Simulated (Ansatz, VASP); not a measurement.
TiAl3: VASP beside Ansatz

Contents of INCAR:

```
SYSTEM = TiAl3
ALGO     = Fast           ! electronic algorithm
EDIFF    = 1E-6           ! SCF threshold, eV
ENCUT    = 520            ! plane-wave cutoff, eV
GGA      = PS             ! functional
ISIF     = 2              ! what is computed and relaxed
ISMEAR   = 0              ! smearing method
LASPH    = .True.         ! aspherical terms in the spheres
LCHARG   = .True.         ! write CHGCAR
LELF     = .True.         ! ELF
LREAL    = .False.        ! projectors in reciprocal space
LVHAR    = .True.       
LWAVE    = .False.        ! write WAVECAR
NBANDS   = 18             ! bands
NELM     = 60             ! most SCF steps
PREC     = Accurate       ! precision mode
SIGMA    = 0.15           ! smearing width, eV
```

The input KPOINTS:

```
k-points
0
Gamma
  18 10 10
  0 0 0
```

The input POSCAR:

```
TiAl3
1.0
    2.7813912058      0.0000000000      0.0000000000
    0.0000000000      4.6710700323      0.0000000000
    0.0000000000      0.0000000000      4.8934030395
Ti Al
1 3
Direct
    0.0404473847      0.5000000000      0.1631682049
    0.5000000000      0.5000000000      0.6640465240
    0.5000000000      0.0000000000      0.3331101826
    0.0000000000      0.0000000000      0.8396740885
```

Input for Ansatz:

```yaml
crystal:
  lattice:
    - [2.7813912058, 0.0, 0.0]
    - [0.0, 4.6710700323, 0.0]
    - [0.0, 0.0, 4.8934030395]
  atoms:
    - { symbol: Ti, position: [0.0404473847, 0.5, 0.1631682049] }
    - { symbol: Al, position: [0.5, 0.5, 0.664046524] }
    - { symbol: Al, position: [0.5, 0.0, 0.3331101826] }
    - { symbol: Al, position: [0.0, 0.0, 0.8396740885] }
basis:
  ecutwfc: 420
kpoints:
  mp_grid: { grid: [18, 10, 10] }
hamiltonian:
  xc: pbesol
scf:
  occupations: { method: gaussian, width: 0.15 }
output:
  forces: true
  stress: true
  eigenvalues: true
```

Alike in both runs: task single point; functional PBEsol; k mesh 18 × 10 × 10; occupations gaussian, width 0.15 eV; no spin polarisation.

|  | VASP | Ansatz |
| --- | --- | --- |
| version | VASP 6.6.1 | Ansatz 0.2.0 |
| potentials or method | VASP PAW PBE potentials, release 64 (Ti_sv, Al), cutoff 520 eV | scalar-relativistic, plane waves, PAW |
| valence electrons in the cell | 21 | 21 |

```csv
,VASP,Ansatz,Ansatz less VASP
gap on the k mesh at the Fermi level (eV),none,none,-
pressure (GPa),0.2,0.2,-0.05
"traceless stress, the component that is largest in VASP (GPa)",0.70,0.70,-0.002
rms of the force components (eV/Å),0.193,0.193,-0.0002
```

VASP's potentials were made for PBE, not for PBEsol. Atom by atom the forces differ by 0.001 eV/Å (rms over components). A gap of «none» marks a metal or a gap that the smearing closes. The functional is the same, so the differences come from potentials, cutoffs and numerics.
